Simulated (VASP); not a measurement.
A run of VASP 6.6.1 is set up as follows.

The input INCAR:

```
SYSTEM = Re
PREC = Accurate
ENCUT = 520
EDIFF = 1E-7
ISMEAR = -1
SIGMA = 0.05
LREAL = .False.
LASPH = .True.
NELM = 60
ALGO = Normal
ISIF = 2
LWAVE = .False.
LCHARG = .False.
GGA = PE
NBANDS = 10
```

Contents of KPOINTS:

```
Automatic mesh
0
Gamma
  17 17 17
  0 0 0
```

POSCAR

```
Re
1.0
    0.0000000000      1.6509830384      1.6509830384
    1.6509830384      0.0000000000      1.6509830384
    1.6509830384      1.6509830384      0.0000000000
Re
1
Direct
    0.0000000000      0.0000000000      0.0000000000
```

Potentials or basis: VASP PAW PBE potentials, release 64 (Re).

Launch:

```sh
$ cat potpaw_PBE.64/Re/POTCAR > POTCAR
$ mpirun -np 1 vasp_std > vasp.out
```

(1) What does it give for the pressure?

Answers

(1) 556.2 GPa.
